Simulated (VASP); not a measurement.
A run of VASP 6.6.1:

INCAR

```
  ALGO = Fast
  EDIFF = 1E-6
  ENCUT = 520
  GGA = PE
  ISIF = 2
  ISMEAR = 0
  LASPH = T
  LCHARG = F
  LREAL = F
  LWAVE = F
  NBANDS = 34
  NELM = 80
  PREC = Accurate
  SIGMA = 0.1
```

KPOINTS

```
k-points
0
Gamma
  8 8 8
```

The input POSCAR:

```
Hf4Ta
1.0
   -3.1927997624      3.1927997624      3.1927997624
    3.1927997624     -3.1927997624      3.1927997624
    3.1927997624      3.1927997624     -3.1927997624
Hf Ta
4 1
Direct
    0.5000000000      0.5000000000      0.5000000000
    0.5000000000      0.0000000000      0.0000000000
    0.0000000000      0.0000000000      0.5000000000
    0.0000000000      0.5000000000      0.0000000000
    0.0000000000      0.0000000000      0.0000000000
```

Potentials or basis: VASP PAW PBE potentials, release 64 (Hf_pv, Ta_pv).

Run with:

```bash
$ cat potpaw_PBE.64/Hf_pv/POTCAR potpaw_PBE.64/Ta_pv/POTCAR > POTCAR
$ mpirun -np 1 vasp_std > vasp.out
```

Hardware: 1 thread of AMD EPYC 9R45 96-Core Processor (Zen 5) (shared host).

Problem. How long does it take, and how much memory?

Solution. It took 2.6 min on 1 thread of AMD EPYC 9R45 96-Core Processor (Zen 5) (shared host), peak memory 0.28 GiB. Counts: scf iterations 19, k points 29.
